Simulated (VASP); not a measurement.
Wanted: the native input for a VASP 6.6.1 run.

```yaml
Task: single point
Functional: PBE
Potentials_or_basis: VASP PAW PBE potentials, release 64 (Al, Os)
Cutoff: 520 eV
k_mesh: 4 × 4 × 4
Occupations: gaussian, width 0.1 eV
Spin: no spin polarisation
Dipole_correction: no
Further_INCAR_settings: ALGO = Normal; EDIFF = 1e-07; NBANDS = 22
```

The structure of AlOs3 lies in POSCAR:

```
AlOs3
1.0
    3.8624992279      0.0000000000      0.0000000000
    0.0000000000      3.8624992279      0.0000000000
    0.0000000000      0.0000000000      3.8624992279
Al Os
1 3
Direct
    0.0000000000      0.0000000000      0.0000000000
    0.0000000000      0.5000000000      0.5000000000
    0.5000000000      0.0000000000      0.5000000000
    0.5000000000      0.5000000000      0.0000000000
```

These files were run (other wordings do the same):

INCAR

```
ALGO     = Normal         # electronic algorithm
EDIFF    = 1E-7           # SCF threshold, eV
ENCUT    = 520            # plane-wave cutoff, eV
GGA      = PE             # functional
ISIF     = 2              # what is computed and relaxed
ISMEAR   = 0              # smearing method
LASPH    = T              # aspherical terms in the spheres
LCHARG   = F              # write CHGCAR
LREAL    = F              # projectors in reciprocal space
LWAVE    = F              # write WAVECAR
NBANDS   = 22             # bands
NELM     = 60             # most SCF steps
PREC     = Accurate       # precision mode
SIGMA    = 0.1            # smearing width, eV
```

KPOINTS

```
k-points
0
Gamma
  4 4 4
```

Potentials or basis: VASP PAW PBE potentials, release 64 (Al, Os).

Command:

```sh
$ cat potpaw_PBE.64/Al/POTCAR potpaw_PBE.64/Os/POTCAR > POTCAR
$ mpirun -np 1 vasp_std > vasp.out
```

Results of the run:

```
Pressure               : 0.4 GPa
Band gap on the k mesh : zero (an odd number of electrons rules out a gap without spin polarisation)
```

Caveat: the k points lie up to 0.41 Å⁻¹ apart, too coarse for converged energies and pressures of a metal; spin-orbit coupling is left out, which moves the levels of the heavy elements.

It took 26 s on 1 thread of Intel Xeon 8259CL, with other jobs on the host, peak memory 0.17 GiB.
